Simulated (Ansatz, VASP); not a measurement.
SnO2: VASP beside Ansatz

```
Sn O
1.0
     1.58408    0.91457    4.70259
    -1.58408    0.91457    4.70259
     0.00000   -1.82914    4.70259
Sn O
1 2
Direct
  0.50000 0.50000 0.50000
  0.76283 0.76283 0.76283
  0.23717 0.23717 0.23717
```

Alike in both runs: task single point; functional PBEsol; k mesh 10 × 10 × 10; occupations fermi-dirac, width 0.05 eV; no spin polarisation.

|  | VASP | Ansatz |
| --- | --- | --- |
| version | VASP 6.6.1 | Ansatz 0.2.0 |
| potentials or method | VASP PAW PBE potentials, release 64 (Sn_d, O) | Ansatz PAW |
| plane-wave cutoff (eV) | 520 | 420 |
| valence electrons in the cell | 26 | 26 |

|  | VASP | Ansatz | Ansatz less VASP |
| --- | --- | --- | --- |
| gap on the k mesh at the Fermi level (eV) | 2.25 | 2.27 | +0.020 |
| least direct gap on the mesh (eV) | 2.44 | 2.45 | +0.015 |
| pressure (GPa) | 5.0 | 4.4 | -0.65 |
| traceless stress, the component that is largest in VASP (GPa) | -3.00 | -2.55 | +0.442 |
| rms of the force components (eV/Å) | 0.166 | 0.140 | -0.0261 |

VASP's potentials were made for PBE, not for PBEsol. Atom by atom the forces differ by 0.026 eV/Å (rms over components). With one functional, cell and mesh, what is left measures potentials, basis and numerics.
